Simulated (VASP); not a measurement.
A run of VASP 6.6.1 is set up as follows.

INCAR

```
SYSTEM = Nb
  PREC = Accurate
  ENCUT = 500
  EDIFF = 1E-6
  ISMEAR = 0
  SIGMA = 0.15
  LREAL = .False.
  LASPH = .True.
  NELM = 120
  ALGO = Normal
  ISIF = 2
  LWAVE = .False.
  LCHARG = .False.
  GGA = PS
  IVDW = 13
  NBANDS = 12
  GGA_COMPAT = .False.
```

KPOINTS

```
regular mesh
0
Gamma
  9 9 9
  0 0 0
```

POSCAR

```
Nb
1.0
   -1.6639500000      1.6639500000      1.6639500000
    1.6639500000     -1.6639500000      1.6639500000
    1.6639500000      1.6639500000     -1.6639500000
Nb
1
Direct
    0.0000000000      0.0000000000      0.0000000000
```

Potentials or basis: VASP PAW PBE potentials, release 64 (Nb_sv).

Command:

```bash
$ cat potpaw_PBE.64/Nb_sv/POTCAR > POTCAR
$ mpirun -np 1 vasp_std > vasp.out
```

Problem. Estimate the pressure.

Solution. -10.6 GPa.

Problem. What does it give for the dispersion energy per atom?

Solution. -0.191 eV.

Caveat: the PAW data sets were made with another functional, which shifts forces and pressure a little; pairwise dispersion overbinds metals, which lowers pressure and volume.
